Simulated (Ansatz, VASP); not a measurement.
**FeGe in VASP and in Ansatz**

The input INCAR:

```
ALGO = Normal
EDIFF = 1E-7
ENCUT = 520
GGA = PS
ISIF = 2
ISMEAR = -1
ISPIN = 2
LASPH = True
LCHARG = False
LMAXMIX = 4
LORBIT = 11
LREAL = False
LWAVE = False
MAGMOM = 0 0 0 4.5 4.5 4.5
NBANDS = 46
NELM = 150
PREC = Accurate
SIGMA = 0.05
```

File KPOINTS:

```
k-points
0
Gamma
  6 6 7
```

The input POSCAR:

```
FeGe
1.0
    4.9976023358      0.0000000000      0.0000000000
   -2.4988011679      4.3280505808      0.0000000000
    0.0000000000      0.0000000000      4.1157613500
Ge Fe
3 3
Direct
    0.6666666667      0.3333333333      0.5000000000
    0.3333333333      0.6666666667      0.5000000000
    0.0000000000      0.0000000000      0.0000000000
    0.0000000000      0.5000000000      0.0000000000
    0.5000000000      0.5000000000      0.0000000000
    0.5000000000      0.0000000000      0.0000000000
```

File input.yaml:

```yaml
crystal:
  lattice:
    - [4.9976023358, 0.0, 0.0]
    - [-2.4988011679, 4.3280505808, 0.0]
    - [0.0, 0.0, 4.11576135]
  atoms:
    - { symbol: Ge, position: [0.6666666667, 0.3333333333, 0.5] }
    - { symbol: Ge, position: [0.3333333333, 0.6666666667, 0.5] }
    - { symbol: Ge, position: [0.0, 0.0, 0.0] }
    - { symbol: Fe, position: [0.0, 0.5, 0.0], spin: 4.5 }
    - { symbol: Fe, position: [0.5, 0.5, 0.0], spin: 4.5 }
    - { symbol: Fe, position: [0.5, 0.0, 0.0], spin: 4.5 }
hamiltonian:
  xc: pbesol
  pseudopotentials: { kind: paw }
magnetization:
  spin_polarized: true
kpoints:
  mp_grid: { grid: [6, 6, 7] }
scf:
  occupations: { method: fermi_dirac, width: 0.05 }
output:
  forces: true
  stress: true
  eigenvalues: true
  write_density: true
  write_potential: true
  elf: true
  volumetric_format: npy
```

Alike in both runs: task single point; functional PBEsol; k mesh 6 × 6 × 7; occupations fermi-dirac, width 0.05 eV; collinear spin.

```csv
,VASP,Ansatz
version,VASP 6.6.1,Ansatz 0.2.0
potentials or method,"VASP PAW PBE potentials, release 64 (Ge_d, Fe)",Ansatz PAW
plane-wave cutoff (eV),520,420
valence electrons in the cell,66,90
```

```tsv
	VASP	Ansatz	Ansatz less VASP
gap on the k mesh at the Fermi level (eV)	none	none	-
pressure (GPa)	-10.0	-10.2	-0.14
traceless stress, the component that is largest in VASP (GPa)	-0.49	-0.46	+0.031
net moment per atom (μB)	0.71	0.71	+0.001
size of the moment on the site where the two differ most (μB)	0.09	0.07	-0.020
```

VASP's potentials were made for PBE, not for PBEsol. Site moments also hang on the region over which each program counts them. A gap of «none» marks a metal or a gap that the smearing closes. VASP's potentials hold 66 valence electrons a cell and Ansatz's 90, so a difference there can come from the potentials and not from the codes.
